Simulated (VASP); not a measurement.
# PbSe (Pm-3m) in VASP: further runs

PbSe is run at these levels: HSE06, LDA, PBEsol, PBE; tasks: single point.

Everything below comes from runs of VASP 6.6.1. Logs are shortened: lines on timing, memory, paths and dates and some standing lists are left out, and cuts for length are marked.

## (1) The cell of the first run

Symmetry: Pm-3m, No. 221, cubic system. Conventional cell: a = 3.834 Å, b = 3.834 Å, c = 3.834 Å, α = 90.00°, β = 90.00°, γ = 90.00°. Within 4.4 Å of Pb (site symmetry m-3m) lie 8 Se at 3.32 Å and 6 Pb at 3.83 Å. Se (site symmetry m-3m) has 8 Pb at 3.32 Å and 6 Se at 3.83 Å within 4.4 Å.

## (2) Single point, HSE06

Input file POSCAR:

```
PbSe
1.0
    3.8341214214      0.0000000000      0.0000000000
    0.0000000000      3.8341214214      0.0000000000
    0.0000000000      0.0000000000      3.8341214214
Pb Se
1 1
Direct
    0.0000000000      0.0000000000      0.0000000000
    0.5000000000      0.5000000000      0.5000000000
```

Input file INCAR.step1:

```
SYSTEM = PbSe
PREC     = Accurate       ! precision mode
ENCUT    = 520            ! plane-wave cutoff, eV
EDIFF    = 1E-5           ! SCF threshold, eV
ISMEAR   = -1             ! smearing method
SIGMA    = 0.05           ! smearing width, eV
LREAL    = .False.        ! projectors in reciprocal space
LASPH    = .True.         ! aspherical terms in the spheres
NELM     = 80             ! most SCF steps
ALGO     = Normal         ! electronic algorithm
ISIF     = 2              ! what is computed and relaxed
LWAVE    = .True.         ! write WAVECAR
GGA      = PE             ! functional
NBANDS   = 17             ! bands
```

Input file INCAR.step2:

```
SYSTEM = PbSe
PREC     = Accurate       ! precision mode
ENCUT    = 520            ! plane-wave cutoff, eV
EDIFF    = 1E-7           ! SCF threshold, eV
ISMEAR   = -1             ! smearing method
SIGMA    = 0.05           ! smearing width, eV
LREAL    = .False.        ! projectors in reciprocal space
LASPH    = .True.         ! aspherical terms in the spheres
NELM     = 80             ! most SCF steps
ALGO     = Normal         ! electronic algorithm
ISIF     = 2              ! what is computed and relaxed
LWAVE    = .False.        ! write WAVECAR
LCHARG   = .True.         ! write CHGCAR
GGA      = PE             ! functional
LHFCALC  = .True.         ! exact exchange
HFSCREEN = 0.2079         ! screening, 1/A
PRECFOCK = Normal       
LELF     = .True.         ! ELF
LVHAR    = .True.       
ISTART   = 1            
NBANDS   = 17             ! bands
```

Input file KPOINTS:

```
regular mesh
0
Gamma
  4 4 4
  0 0 0
```

Potentials or basis: VASP PAW PBE potentials, release 64 (Pb_d, Se).

On the command line:

```sh
$ cat potpaw_PBE.64/Pb_d/POTCAR potpaw_PBE.64/Se/POTCAR > POTCAR
$ cp INCAR.step1 INCAR
$ mpirun -np 1 vasp_std > vasp.out
$ cp INCAR.step2 INCAR
$ mpirun -np 1 vasp_std > vasp.out
```

OUTCAR:

```text
SYSTEM = PbSe
   PREC = Accurate
   ENCUT = 520
   EDIFF = 1E-7
   ISMEAR = -1
   LREAL = .False.
   LASPH = .True.
   NELM = 80
   ISIF = 2
   GGA = PE
   LHFCALC = .True.
   HFSCREEN = 0.2079
   PRECFOCK = Normal
   ISTART = 1

 ion  position               nearest neighbor table
   1  0.000  0.000  0.000-   2 3.32   2 3.32   2 3.32   2 3.32   2 3.32   2 3.32   2 3.32   2 3.32

   2  0.500  0.500  0.500-   1 3.32   1 3.32   1 3.32   1 3.32   1 3.32   1 3.32   1 3.32   1 3.32

  LATTYP: Found a simple cubic cell.
 ALAT       =     3.8341214214

  Lattice vectors:

 A1 = (   3.8341214214,   0.0000000000,   0.0000000000)
 A2 = (   0.0000000000,   3.8341214214,   0.0000000000)
 A3 = (   0.0000000000,   0.0000000000,   3.8341214214)

Analysis of symmetry for initial positions (statically):
=====================================================================
 Subroutine PRICEL returns:
 Original cell was already a primitive cell.

 Routine SETGRP: Setting up the symmetry group for a
 simple cubic supercell.

 Subroutine GETGRP returns: Found 48 space group operations
 (whereof 48 operations were pure point group operations)
 out of a pool of 48 trial point group operations.

The static configuration has the point symmetry O_h .

Analysis of symmetry for dynamics (positions and initial velocities):
=====================================================================
 Subroutine PRICEL returns:
 Original cell was already a primitive cell.

 Routine SETGRP: Setting up the symmetry group for a
 simple cubic supercell.

 Subroutine GETGRP returns: Found 48 space group operations
 (whereof 48 operations were pure point group operations)
 out of a pool of 48 trial point group operations.

The dynamic configuration has the point symmetry O_h .

 Subroutine INISYM returns: Found 48 space group operations
 (whereof 48 operations are pure point group operations),
 and found     1 'primitive' translations

----------------------------------------------------------------------------------------

                                     Primitive cell

  volume of cell :      56.3635

  direct lattice vectors                    reciprocal lattice vectors
     3.834121421  0.000000000  0.000000000     0.260815945  0.000000000  0.000000000
     0.000000000  3.834121421  0.000000000     0.000000000  0.260815945  0.000000000
     0.000000000  0.000000000  3.834121421     0.000000000  0.000000000  0.260815945

  length of vectors
     3.834121421  3.834121421  3.834121421     0.260815945  0.260815945  0.260815945

  position of ions in fractional coordinates (direct lattice)
     0.000000000  0.000000000  0.000000000
     0.500000000  0.500000000  0.500000000

  ion indices of the primitive-cell ions
   primitive index   ion index
                 1           1
                 2           2

----------------------------------------------------------------------------------------

 KPOINTS: regular mesh

Automatic generation of k-mesh.
 Grid dimensions read from file:
 generate k-points for:    4    4    4

 Generating k-lattice:

  Cartesian coordinates                     Fractional coordinates (reciprocal lattice)
     0.065203986  0.000000000  0.000000000     0.250000000  0.000000000  0.000000000
     0.000000000  0.065203986  0.000000000     0.000000000  0.250000000  0.000000000
     0.000000000  0.000000000  0.065203986     0.000000000  0.000000000  0.250000000

  Length of vectors
     0.065203986  0.065203986  0.065203986

  Shift w.r.t. Gamma in fractional coordinates (k-lattice)
     0.000000000  0.000000000  0.000000000

 Subroutine IBZKPT returns following result:
 ===========================================

 Found     10 irreducible k-points:

 Following reciprocal coordinates:
            Coordinates               Weight
  0.000000  0.000000  0.000000      1.000000
  0.250000  0.000000  0.000000      6.000000
  0.500000  0.000000  0.000000      3.000000
  0.250000  0.250000  0.000000     12.000000
  0.500000  0.250000  0.000000     12.000000
  0.500000  0.500000  0.000000      3.000000
  0.250000  0.250000  0.250000      8.000000
  0.500000  0.250000  0.250000     12.000000
  0.500000  0.500000  0.250000      6.000000
  0.500000  0.500000  0.500000      1.000000
   k-points           NKPTS =     10   k-points in BZ     NKDIM =     64   number of bands    NBANDS=     17
   number of dos      NEDOS =    301   number of ions     NIONS =      2
   total plane-waves  NPLWV =  27000
   dimension x,y,z NGX =    30 NGY =   30 NGZ =   30
   dimension x,y,z NGXF=    60 NGYF=   60 NGZF=   60
   ions per type =               1   1
   NGX,Y,Z   is equivalent  to a cutoff of  13.01, 13.01, 13.01 a.u.
   NGXF,Y,Z  is equivalent  to a cutoff of  26.02, 26.02, 26.02 a.u.
 SYSTEM =  PbSe
   PREC   = accura    normal or accurate (medium, high low for compatibility)
   ISTART =      1    job   : 0-new  1-cont  2-samecut
   ICHARG =      0    charge: 1-file 2-atom 10-const
   ISPIN  =      1    spin polarized calculation?
   LNONCOLLINEAR =      F non collinear calculations
   LSORBIT =      F    spin-orbit coupling
   LASPH  =      T    aspherical Exc in radial PAW
   ENCUT  =  520.0 eV  38.22 Ry    6.18 a.u.   7.13  7.13  7.13*2*pi/ulx,y,z
   NELM   =     80;   NELMIN=  2; NELMDL=  0     # of ELM steps
   EDIFF  = 0.1E-06   stopping-criterion for ELM
   LREAL  =      F    real-space projection
   EDIFFG = 0.1E-05   stopping-criterion for IOM
   NSW    =      0    number of steps for IOM
   IBRION =     -1    ionic relax: 0-MD 1-quasi-New 2-CG
   NFREE  =      0    steps in history (QN), initial steepest desc. (CG)
   ISIF   =      2    stress and relaxation
   ISYM   =      3    0-nonsym 1-usesym 2-fastsym
   POTIM  = 0.5000    time-step for ionic-motion
   TEBEG  =    0.0;   TEEND  =   0.0 temperature during run
   PSTRESS=    0.0 pullay stress
   NELECT =      20.0000    total number of electrons
   NUPDOWN=      -1.0000    fix difference up-down
   EMIN   =  10.00;   EMAX   =-10.00  energy-range for DOS
   EFERMI =   0.00;   METHOD = LEGACY
   ISMEAR =    -1;   SIGMA  =   0.05  broadening in eV -4-tet -1-fermi 0-gaus
   EFERMI_NEDOS =   21; number of points for ismear=-14 and -15
   IALGO  =     38    algorithm
   IMIX   =      1    mixing-type and parameters
     AMIX     =   0.40;   BMIX     =  1.00
     AMIX_MAG =   1.60;   BMIX_MAG =  1.00
  volume/ion in A,a.u.               =      28.18       190.18
  Fermi-wavevector in a.u.,A,eV,Ry     =   1.159006  2.190204 18.276633  1.343295
  Thomas-Fermi vector in A             =   2.295603
   LORBIT       =      0    0 simple, 1 ext, 2 COOP (PROOUT), +10 PAW based schemes
   GGA     = PE    functional components
   LHFCALC =     T    Hartree Fock is set to
   PRECFOCK=normal    Normal, Fast or Accurate (Low or Medium for compatibility)
   ENCUT4O =  -1.0   cutoff for four orbital integrals eV
   NKREDX  =     1    reduce k-point grid by
   NKREDY  =     1    reduce k-point grid by
   NKREDZ  =     1    reduce k-point grid by
   AEXX    =    0.2500 exact exchange contribution
   HFSCREEN=    0.2079 screening length (either q_TF or 0.3 A-1)
   HFSCREENC=   0.2079 screening length for correlation (either q_TF or 0.3 A-1)
   ENCUTFOCK=  -1.0 apply spherical cutoff to Coloumb kernel
   IVDW    =     0    specifies the selected vdW correction
   LEPSILON=     F    determine dielectric tensor
   LRPA    =     F    only Hartree local field effects (RPA)
 non-spin polarized calculation
  energy-cutoff  :      520.00
  volume of cell :       56.36
 maximum number of plane-waves:      1568
 NGX is ok and might be reduce to    30
  NGX = 24; NGY = 24; NGZ = 24

 number of electron      20.0000005 magnetization

 Free energy of the ion-electron system (eV)
  ---------------------------------------------------
  ext. energy  EPLUGINS =         0.00000000
  ---------------------------------------------------
  free energy    TOTEN  =        -9.07667909 eV

  energy without entropy =       -9.06809626  energy(sigma->0) =       -9.07238768

 E-fermi :   4.5460     XC(G=0):  -8.1110

 val. band max:        4.4105911035   @ k =   0.5000   0.2500   0.0000
 cond. band min:       4.5853864079   @ k =   0.5000   0.5000   0.0000
 fundamental gap:      0.1747953044
 Fermi energy:         4.5460077867

 k-point     1 :       0.0000    0.0000    0.0000
  band No.  band energies     occupation
      1     -14.1670      2.00000
      2     -14.1670      2.00000
      3     -14.0376      2.00000
      4     -14.0376      2.00000
      5     -14.0376      2.00000
      6      -9.6867      2.00000
[... 9 lines left out ...]
     16      16.3398      0.00000
     17      18.2547      0.00000

 k-point     2 :       0.2500    0.0000    0.0000
  band No.  band energies     occupation
      1     -14.1641      2.00000
      2     -14.1163      2.00000
      3     -14.0568      2.00000
      4     -14.0568      2.00000
      5     -14.0359      2.00000
      6      -9.2432      2.00000
[... 9 lines left out ...]
     16      15.8231      0.00000
     17      17.6916      0.00000

 k-point     3 :       0.5000    0.0000    0.0000
  band No.  band energies     occupation
      1     -14.1612      2.00000
      2     -14.0758      2.00000
      3     -14.0758      2.00000
      4     -14.0658      2.00000
      5     -14.0341      2.00000
      6      -8.6138      2.00000
[... 9 lines left out ...]
     16      18.5370      0.00000
     17      18.5660      0.00000

 k-point     4 :       0.2500    0.2500    0.0000
  band No.  band energies     occupation
      1     -14.1383      2.00000
      2     -14.0869      2.00000
      3     -14.0858      2.00000
      4     -14.0552      2.00000
      5     -14.0524      2.00000
      6      -8.8410      2.00000
[... 9 lines left out ...]
     16      14.9865      0.00000
     17      15.5139      0.00000

 k-point     5 :       0.5000    0.2500    0.0000
  band No.  band energies     occupation
      1     -14.1295      2.00000
      2     -14.1141      2.00000
      3     -14.0716      2.00000
      4     -14.0508      2.00000
      5     -14.0406      2.00000
      6      -8.3145      2.00000
[... 9 lines left out ...]
     16      15.7316      0.00000
     17      16.5972      0.00000

 k-point     6 :       0.5000    0.5000    0.0000
  band No.  band energies     occupation
      1     -14.1510      2.00000
      2     -14.1115      2.00000
      3     -14.0673      2.00000
      4     -14.0673      2.00000
      5     -14.0017      2.00000
      6      -7.9717      2.00000
[... 9 lines left out ...]
     16      14.4788      0.00000
     17      14.4788      0.00000

 k-point     7 :       0.2500    0.2500    0.2500
  band No.  band energies     occupation
      1     -14.0871      2.00000
      2     -14.0853      2.00000
      3     -14.0853      2.00000
      4     -14.0741      2.00000
      5     -14.0741      2.00000
      6      -8.5036      2.00000
[... 9 lines left out ...]
     16      15.2779      0.00000
     17      17.8110      0.00000

 k-point     8 :       0.5000    0.2500    0.2500
  band No.  band energies     occupation
      1     -14.1102      2.00000
      2     -14.0970      2.00000
      3     -14.0823      2.00000
      4     -14.0722      2.00000
      5     -14.0307      2.00000
      6      -8.0922      2.00000
[... 9 lines left out ...]
     16      15.3966      0.00000
     17      18.2939      0.00000

 k-point     9 :       0.5000    0.5000    0.2500
  band No.  band energies     occupation
      1     -14.1349      2.00000
      2     -14.0932      2.00000
      3     -14.0932      2.00000
      4     -14.0556      2.00000
      5     -14.0004      2.00000
      6      -7.8450      2.00000
[... 9 lines left out ...]
     16      17.1551      0.00000
     17      18.7869      0.00000

 k-point    10 :       0.5000    0.5000    0.5000
  band No.  band energies     occupation
      1     -14.1189      2.00000
      2     -14.1189      2.00000
      3     -14.1189      2.00000
      4     -13.9992      2.00000
      5     -13.9992      2.00000
      6      -7.7076      2.00000
[... 9 lines left out ...]
     16      19.1698      0.00000
     17      22.7996      0.00000

------------------------ aborting loop because EDIFF is reached ----------------------------------------

  FORCE on cell =-STRESS in cart. coord.  units (eV):
  Direction    XX          YY          ZZ          XY          YZ          ZX
  --------------------------------------------------------------------------------------
  -------------------------------------------------------------------------------------
  Total       -1.0243436     -1.0243436     -1.0243436      0.0000000      0.0000000      0.0000000
  in kB      -29.1178066    -29.1178066    -29.1178066      0.0000000      0.0000000      0.0000000
  external PRESSURE =     -29.1178066 kB  Pullay stress =       0.0000000 kB

 VOLUME and BASIS-vectors are now :
 -----------------------------------------------------------------------------
  energy-cutoff  :      520.00
  volume of cell :       56.36
      direct lattice vectors                 reciprocal lattice vectors
     3.834121421  0.000000000  0.000000000     0.260815945  0.000000000  0.000000000
     0.000000000  3.834121421  0.000000000     0.000000000  0.260815945  0.000000000
     0.000000000  0.000000000  3.834121421     0.000000000  0.000000000  0.260815945

 POSITION                                       TOTAL-FORCE (eV/Angst)
 -----------------------------------------------------------------------------------
      0.00000      0.00000      0.00000         0.000000      0.000000      0.000000
      1.91706      1.91706      1.91706         0.000000      0.000000      0.000000
 -----------------------------------------------------------------------------------
    total drift:                                0.000002      0.000002      0.000001

  FREE ENERGIE OF THE ION-ELECTRON SYSTEM (eV)
  ---------------------------------------------------
  free  energy   TOTEN  =        -9.0766790931 eV

  energy  without entropy=       -9.0680962635  energy(sigma->0) =       -9.07238768
```

Run time: 6.9 min. Hardware: 1 thread of Intel Xeon Platinum 8488C (Sapphire Rapids), shared host; peak memory 0.28 GiB.

What came out:

* Free energy: -9.0767 eV
* Pressure: -2.9 GPa
* Band gap on the k mesh: zero (band 10 reaches 4.59 eV, above the bottom of band 11 at 4.40 eV)

Caveat: the k points lie up to 0.41 Å⁻¹ apart; the PAW data sets were made with another functional, which shifts forces and pressure a little; spin-orbit coupling is left out, which moves the levels of the heavy elements.

[end of part 1 of 2]
